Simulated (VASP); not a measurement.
# ZnS (F-43m) in VASP: notebook

Runs on ZnS. Level: PBE. Tasks: single point, relaxation of cell and atoms.

All numbers are computed with VASP 6.6.1; they aren't measurements. Logs are shortened: lines on timing, memory, paths and dates and some standing lists are left out, and cuts for length are marked.

**The experiment to reproduce.**

From “Electronic, vibrational, and thermodynamic properties of ZnS (zincblende and rocksalt structure)”, 2009, arxiv:0911.5022, for a bulk crystal of ZnS at 19 K: band gap 3.85 eV (direct).

The runs below are set against these values where they give the same quantity.

## (1) The cell of the first run

Symmetry: F-43m, No. 216, cubic system. The conventional cell has a = 5.443 Å, b = 5.443 Å, c = 5.443 Å, α = 90.00°, β = 90.00°, γ = 90.00°. Zn (site symmetry -43m) has 4 S at 2.36 Å within 3.1 Å. S (site symmetry -43m) has 4 Zn at 2.36 Å within 3.1 Å.

## (2) Single point, PBE

Input file INCAR:

```
SYSTEM = ZnS
PREC = Accurate ; ENCUT = 520
EDIFF = 1E-7 ; ISMEAR = 0
SIGMA = 0.02 ; LREAL = .FALSE.
LASPH = .TRUE. ; NELM = 100
ALGO = Normal ; ISIF = 2
LWAVE = .FALSE. ; LCHARG = .FALSE.
GGA = PE ; NBANDS = 16
```

Input file KPOINTS:

```
Automatic mesh
0
G
  10 10 10
  0 0 0
```

Input file POSCAR:

```
ZnS
1.0
    0.0000000000      2.7215639847      2.7215639847
    2.7215639847      0.0000000000      2.7215639847
    2.7215639847      2.7215639847      0.0000000000
Zn S
1 1
Direct
    0.0000000000      0.0000000000      0.0000000000
    0.7500000000      0.7500000000      0.7500000000
```

Potentials or basis: VASP PAW PBE potentials, release 64 (Zn, S).

The run is started by

```bash
cat potpaw_PBE.64/Zn/POTCAR potpaw_PBE.64/S/POTCAR > POTCAR
mpirun -np 1 vasp_std > vasp.out
```

OUTCAR:

```text
SYSTEM = ZnS
   PREC = Accurate
   ENCUT = 520
   EDIFF = 1E-7
   ISMEAR = 0
   LREAL = .FALSE.
   LASPH = .TRUE.
   NELM = 100
   ISIF = 2
   GGA = PE

 ion  position               nearest neighbor table
   1  0.000  0.000  0.000-   2 2.36   2 2.36   2 2.36   2 2.36
   2  0.750  0.750  0.750-   1 2.36   1 2.36   1 2.36   1 2.36

  LATTYP: Found a face centered cubic cell.
 ALAT       =     5.4431279694

  Lattice vectors:

 A1 = (   0.0000000000,   2.7215639847,   2.7215639847)
 A2 = (   2.7215639847,   0.0000000000,   2.7215639847)
 A3 = (   2.7215639847,   2.7215639847,   0.0000000000)

Analysis of symmetry for initial positions (statically):
=====================================================================
 Subroutine PRICEL returns:
 Original cell was already a primitive cell.

 Routine SETGRP: Setting up the symmetry group for a
 face centered cubic supercell.

 Subroutine GETGRP returns: Found 24 space group operations
 (whereof 24 operations were pure point group operations)
 out of a pool of 48 trial point group operations.

The static configuration has the point symmetry T_d .

Analysis of symmetry for dynamics (positions and initial velocities):
=====================================================================
 Subroutine PRICEL returns:
 Original cell was already a primitive cell.

 Routine SETGRP: Setting up the symmetry group for a
 face centered cubic supercell.

 Subroutine GETGRP returns: Found 24 space group operations
 (whereof 24 operations were pure point group operations)
 out of a pool of 48 trial point group operations.

The dynamic configuration has the point symmetry T_d .

 Subroutine INISYM returns: Found 24 space group operations
 (whereof 24 operations are pure point group operations),
 and found     1 'primitive' translations

----------------------------------------------------------------------------------------

                                     Primitive cell

  volume of cell :      40.3168

  direct lattice vectors                    reciprocal lattice vectors
     0.000000000  2.721563985  2.721563985    -0.183717893  0.183717893  0.183717893
     2.721563985  0.000000000  2.721563985     0.183717893 -0.183717893  0.183717893
     2.721563985  2.721563985  0.000000000     0.183717893  0.183717893 -0.183717893

  length of vectors
     3.848872698  3.848872698  3.848872698     0.318208724  0.318208724  0.318208724

[... 73 lines left out ...]
   ICHARG =      2    charge: 1-file 2-atom 10-const
   ISPIN  =      1    spin polarized calculation?
   LNONCOLLINEAR =      F non collinear calculations
   LSORBIT =      F    spin-orbit coupling
   LASPH  =      T    aspherical Exc in radial PAW
   ENCUT  =  520.0 eV  38.22 Ry    6.18 a.u.   7.16  7.16  7.16*2*pi/ulx,y,z
   NELM   =    100;   NELMIN=  2; NELMDL= -5     # of ELM steps
   EDIFF  = 0.1E-06   stopping-criterion for ELM
   LREAL  =      F    real-space projection
   EDIFFG = 0.1E-05   stopping-criterion for IOM
   NSW    =      0    number of steps for IOM
   IBRION =     -1    ionic relax: 0-MD 1-quasi-New 2-CG
   NFREE  =      0    steps in history (QN), initial steepest desc. (CG)
   ISIF   =      2    stress and relaxation
   ISYM   =      2    0-nonsym 1-usesym 2-fastsym
   POTIM  = 0.5000    time-step for ionic-motion
   TEBEG  =    0.0;   TEEND  =   0.0 temperature during run
   PSTRESS=    0.0 pullay stress
   NELECT =      18.0000    total number of electrons
   NUPDOWN=      -1.0000    fix difference up-down
   EMIN   =  10.00;   EMAX   =-10.00  energy-range for DOS
   EFERMI =   0.00;   METHOD = LEGACY
   ISMEAR =     0;   SIGMA  =   0.02  broadening in eV -4-tet -1-fermi 0-gaus
   EFERMI_NEDOS =   21; number of points for ismear=-14 and -15
   IALGO  =     38    algorithm
   IMIX   =      4    mixing-type and parameters
     AMIX     =   0.40;   BMIX     =  1.00
     AMIX_MAG =   1.60;   BMIX_MAG =  1.00
  volume/ion in A,a.u.               =      20.16       136.04
  Fermi-wavevector in a.u.,A,eV,Ry     =   1.251230  2.364482 21.300959  1.565576
  Thomas-Fermi vector in A             =   2.385187
   LORBIT       =      0    0 simple, 1 ext, 2 COOP (PROOUT), +10 PAW based schemes
   GGA     = PE    functional components
   LHFCALC =     F    Hartree Fock is set to
   AEXX    =    0.0000 exact exchange contribution
   IVDW    =     0    specifies the selected vdW correction
   LEPSILON=     F    determine dielectric tensor
   LRPA    =     F    only Hartree local field effects (RPA)
 non-spin polarized calculation
 Gauss-broadening in eV      SIGMA  =   0.02
  energy-cutoff  :      520.00
  volume of cell :       40.32
 maximum number of plane-waves:      1106
 NGX is ok and might be reduce to    30
   NGX = 15   NGY = 15   NGZ = 15

 number of electron      18.0000008 magnetization

 Free energy of the ion-electron system (eV)
  ---------------------------------------------------
  ext. energy  EPLUGINS =         0.00000000
  ---------------------------------------------------
  free energy    TOTEN  =        -6.85258319 eV

  energy without entropy =       -6.85258319  energy(sigma->0) =       -6.85258319

 E-fermi :   2.0503     XC(G=0):  -9.5285

 val. band max:        1.9072522368   @ k =   0.0000   0.0000   0.0000
 cond. band min:       3.9274709072   @ k =   0.0000   0.0000   0.0000
 fundamental gap:      2.0202186705
 Fermi energy:         2.0502648454

 k-point     1 :       0.0000    0.0000    0.0000
  band No.  band energies     occupation
      1     -11.0845      2.00000
      2      -4.3479      2.00000
      3      -4.3479      2.00000
      4      -4.3479      2.00000
      5      -3.8750      2.00000
      6      -3.8750      2.00000
[... 433 lines left out ...]
      3      -4.1140      2.00000
      4      -4.1043      2.00000
      5      -3.8484      2.00000
      6      -3.8212      2.00000
[... 8 lines left out ...]
     15      15.2373      0.00000
     16      17.6118      0.00000

 [... further k-points ...]
[... 5 lines left out ...]
  --------------------------------------------------------------------------------------
  -------------------------------------------------------------------------------------
  Total        0.0434438      0.0434438      0.0434438     -0.0000000      0.0000000      0.0000000
  in kB        1.7264442      1.7264442      1.7264442     -0.0000000      0.0000000      0.0000000
  external PRESSURE =       1.7264442 kB  Pullay stress =       0.0000000 kB

 VOLUME and BASIS-vectors are now :
 -----------------------------------------------------------------------------
  energy-cutoff  :      520.00
  volume of cell :       40.32
      direct lattice vectors                 reciprocal lattice vectors
     0.000000000  2.721563985  2.721563985    -0.183717893  0.183717893  0.183717893
     2.721563985  0.000000000  2.721563985     0.183717893 -0.183717893  0.183717893
     2.721563985  2.721563985  0.000000000     0.183717893  0.183717893 -0.183717893

 POSITION                                       TOTAL-FORCE (eV/Angst)
 -----------------------------------------------------------------------------------
      0.00000      0.00000      0.00000        -0.000000     -0.000000     -0.000000
      4.08235      4.08235      4.08235         0.000000      0.000000      0.000000
 -----------------------------------------------------------------------------------
    total drift:                                0.000000      0.000000      0.000000

  FREE ENERGIE OF THE ION-ELECTRON SYSTEM (eV)
  ---------------------------------------------------
  free  energy   TOTEN  =        -6.8525831909 eV

  energy  without entropy=       -6.8525831909  energy(sigma->0) =       -6.85258319
```

stdout:

```text
POSCAR found type information on POSCAR ZnS
 POSCAR found :  2 types and       2 ions
 scaLAPACK will be used
 LDA part: xc-table for (Slater+PW92), standard interpolation
 POSCAR, INCAR and KPOINTS ok, starting setup
 FFT: planning ... GRIDC
 FFT: planning ... GRID_SOFT
 FFT: planning ... GRID
 WAVECAR not read
 entering main loop
```

Run time: 27 s. Hardware: 1 thread of Intel Xeon Platinum 8488C (Sapphire Rapids), shared host; peak memory 0.18 GiB.

What came out:

```
Free energy            : -6.8526 eV
Pressure               : 0.2 GPa
Band gap on the k mesh : 2.02 eV, direct
```

## (3) Single point, PBE

Input file INCAR:

```
SYSTEM = ZnS
ALGO     = Normal         ! electronic algorithm
EDIFF    = 1E-7           ! SCF threshold, eV
ENCUT    = 520            ! plane-wave cutoff, eV
GGA      = PE             ! functional
ISIF     = 2              ! what is computed and relaxed
ISMEAR   = 0              ! smearing method
LASPH    = .TRUE.         ! aspherical terms in the spheres
LCHARG   = .TRUE.         ! write CHGCAR
LELF     = .TRUE.         ! ELF
LREAL    = .FALSE.        ! projectors in reciprocal space
LVHAR    = .TRUE.       
LWAVE    = .FALSE.        ! write WAVECAR
NBANDS   = 16             ! bands
NELM     = 100            ! most SCF steps
PREC     = Accurate       ! precision mode
SIGMA    = 0.01           ! smearing width, eV
```

Input file KPOINTS:

```
k-points
0
G
  10 10 10
  0 0 0
```

Input file POSCAR:

```
ZnS
1.0
    0.0000000000      2.7216977293      2.7216977293
    2.7216977293      0.0000000000      2.7216977293
    2.7216977293      2.7216977293      0.0000000000
Zn S
1 1
Direct
    0.0000000000      0.0000000000      0.0000000000
    0.7500000000      0.7500000000      0.7500000000
```

Potentials or basis: VASP PAW PBE potentials, release 64 (Zn, S).

The run is started by

```bash
cat potpaw_PBE.64/Zn/POTCAR potpaw_PBE.64/S/POTCAR > POTCAR
mpirun -np 1 vasp_std > vasp.out
```

Run time: 30 s. Hardware: 1 thread of Intel Xeon Platinum 8488C (Sapphire Rapids), shared host; peak memory 0.18 GiB.

Results (log left out):

```yaml
Free_energy: -6.8526 eV
Pressure: 0.2 GPa
Band_gap_on_the_k_mesh: 2.02 eV, direct
```

Levels at points of the mesh, in eV from the valence-band top:
```csv
k point,band 7,band 8,band 9,band 10,band 11,band 12
"(0.00, 0.00, 0.00)",0.00,0.00,0.00,2.02,6.41,6.41
"(0.50, 0.00, 0.00)",-5.15,-0.83,-0.83,3.27,6.94,6.94
"(0.50, 0.50, 0.00)",-4.47,-2.14,-2.14,3.46,4.07,10.83
```

As with any semilocal functional, this PBE gap is likely too small.

## (4) Relaxation of cell and atoms, PBE

This run uses another cell than the first one, of 19.78 Å³/atom, 0.981 times its volume.

Input file INCAR:

```
ALGO     = Normal         # electronic algorithm
EDIFF    = 1E-6           # SCF threshold, eV
EDIFFG   = -0.005         # ionic threshold
ENCUT    = 600            # plane-wave cutoff, eV
GGA      = PE             # functional
IBRION   = 2              # ionic algorithm
ISIF     = 3              # what is computed and relaxed
ISMEAR   = 0              # smearing method
LASPH    = True           # aspherical terms in the spheres
LCHARG   = False          # write CHGCAR
LREAL    = False          # projectors in reciprocal space
LWAVE    = False          # write WAVECAR
NELM     = 60             # most SCF steps
NSW      = 100            # ionic steps
PREC     = Accurate       # precision mode
SIGMA    = 0.02           # smearing width, eV
```

Input file KPOINTS:

```
k-points
0
Gamma
  10 10 10
```

Input file POSCAR:

```
ZnS
1.0
    0.0000000000      2.7046500000      2.7046500000
    2.7046500000      0.0000000000      2.7046500000
    2.7046500000      2.7046500000      0.0000000000
Zn S
1 1
Direct
    0.0000000000      0.0000000000      0.0000000000
    0.7500000000      0.7500000000      0.7500000000
```

The run is started by

```bash
cat potpaw_PBE.64/Zn/POTCAR potpaw_PBE.64/S/POTCAR > POTCAR
mpirun -np 1 vasp_std > vasp.out
```

Run time: 48 s. Hardware: 1 thread of Intel Xeon Platinum 8488C (Sapphire Rapids), shared host; peak memory 0.2 GiB.

It converged, with:

| Quantity | Value |
| --- | --- |
| Free energy | -6.8525 eV |
| Relaxed volume | 20.19 Å³/atom |
| Relaxed cell | a = 3.851 Å, b = 3.851 Å, c = 3.851 Å, α = 60.00°, β = 60.00°, γ = 60.00° |
| Space group after relaxing (to 0.05 Å) | F-43m (No. 216) |
| Energy gained by relaxing | 2.0 meV/atom |
| Ionic steps | 5 |
| Pressure after relaxing | 0.0 GPa |
| Band gap on the k mesh | 2.01 eV, direct |

The path:
```tsv
step	energy change (eV)	largest force (eV/Å)	pressure (GPa)	volume (Å³)
1	0.0000	0.0000	1.53	39.57
2	-0.0036	0.0000	-0.42	40.66
3	-0.0039	0.0000	-0.05	40.41
4	-0.0039	0.0000	0.06	40.38
5	-0.0039	0.0000	0.03	40.38
```

Final structure:
```xyz
2
Lattice="0.0000 2.7231 2.7231 2.7231 0.0000 2.7231 2.7231 2.7231 0.0000" Properties=species:S:1:pos:R:3 pbc="T T T"
Zn    5.4462    5.4462    5.4462
S     4.0846    4.0846    4.0846
```

Levels at points of the mesh, in eV from the valence-band top:
| k point | band 7 | band 8 | band 9 | band 10 | band 11 | band 12 |
| --- | --- | --- | --- | --- | --- | --- |
| (0.00, 0.00, 0.00) | 0.00 | 0.00 | 0.00 | 2.01 | 6.41 | 6.41 |
| (0.50, 0.00, 0.00) | -5.14 | -0.83 | -0.83 | 3.26 | 6.94 | 6.94 |
| (0.50, 0.50, 0.00) | -4.47 | -2.14 | -2.14 | 3.46 | 4.07 | 10.82 |

Expect the measured gap to be larger: semilocal functionals such as PBE lack the derivative discontinuity. Zero-point motion and thermal expansion aren't in these numbers.

## (5) Relaxation of cell and atoms, PBE

Input file INCAR:

```
SYSTEM = ZnS
PREC = Accurate ; ENCUT = 600
EDIFF = 1E-6 ; ISMEAR = 0
SIGMA = 0.01 ; LREAL = .False.
LASPH = .True. ; NELM = 100
ALGO = Normal ; ISIF = 3
LWAVE = .False. ; LCHARG = .False.
GGA = PE ; IBRION = 2
NSW = 80 ; EDIFFG = -0.001
```

Input file KPOINTS:

```
regular mesh
0
Gamma
  10 10 10
  0 0 0
```

Input file POSCAR:

```
ZnS
1.0
    0.0000000000      2.7215639847      2.7215639847
    2.7215639847      0.0000000000      2.7215639847
    2.7215639847      2.7215639847      0.0000000000
Zn S
1 1
Direct
    0.0000000000      0.0000000000      0.0000000000
    0.7500000000      0.7500000000      0.7500000000
```

The run is started by

```bash
cat potpaw_PBE.64/Zn/POTCAR potpaw_PBE.64/S/POTCAR > POTCAR
mpirun -np 1 vasp_std > vasp.out
```

It took 44 s on 1 thread of Intel Xeon Platinum 8488C (Sapphire Rapids), shared host; peak memory 0.2 GiB.

Results (log left out):

- Free energy: -6.8526 eV
- Relaxed volume: 20.21 Å³/atom
- Relaxed cell: a = 3.852 Å, b = 3.852 Å, c = 3.852 Å, α = 60.00°, β = 60.00°, γ = 60.00°
- Space group after relaxing (to 0.05 Å): F-43m (No. 216)
- Energy gained by relaxing: 0.0 meV/atom
- Ionic steps: 5
- Pressure after relaxing: 0.0 GPa
- Band gap on the k mesh: 2.01 eV, direct

Final structure:
```xyz
2
Lattice="0.0000 2.7239 2.7239 2.7239 0.0000 2.7239 2.7239 2.7239 0.0000" Properties=species:S:1:pos:R:3 pbc="T T T"
Zn    0.0000    0.0000    0.0000
S     4.0859    4.0859    4.0859
```

Levels at points of the mesh, in eV from the valence-band top:
| k point | band 7 | band 8 | band 9 | band 10 | band 11 | band 12 |
| --- | --- | --- | --- | --- | --- | --- |
| (0.00, 0.00, 0.00) | 0.00 | 0.00 | 0.00 | 2.01 | 6.41 | 6.41 |
| (0.50, 0.00, 0.00) | -5.13 | -0.83 | -0.83 | 3.26 | 6.94 | 6.94 |
| (0.50, 0.50, 0.00) | -4.46 | -2.13 | -2.13 | 3.46 | 4.07 | 10.81 |

## (6) The runs side by side

```csv
task,cell,cutoff (eV),smearing,gap on the mesh (eV),pressure (GPa),relaxed volume (Å³/atom)
single point,"a = 3.849 Å, angles 60.0°, 2 atoms",520,gaussian 0.02 eV,2.02,0.2,-
single point,"a = 3.849 Å, angles 60.0°, 2 atoms",520,gaussian 0.01 eV,2.02,0.2,-
relaxation of cell and atoms,"relaxed from a = 3.825 Å, angles 60.0°, 2 atoms",600,gaussian 0.02 eV,2.01,0.0,20.19
relaxation of cell and atoms,"relaxed from a = 3.849 Å, angles 60.0°, 2 atoms",600,gaussian 0.01 eV,2.01,0.0,20.21
```

Alike in all rows: level PBE; potentials or basis VASP PAW PBE potentials, release 64 (Zn, S); no spin polarisation; k mesh 10 × 10 × 10.

Absolute energies hang on the potentials; compare differences alone.

## (7) Comparison with measurements

Step 2. A measured gap of ZnS is 3.85 eV (direct; 19 K; quoted in “Electronic, vibrational, and thermodynamic properties of ZnS (zincblende and rocksalt structure)”, 2009, arxiv:0911.5022); the calculated 2.02 eV misses it by -1.83 eV. The value is that of PBE, without temperature or zero-point motion. Semilocal functionals fall short of measured gaps as a rule.
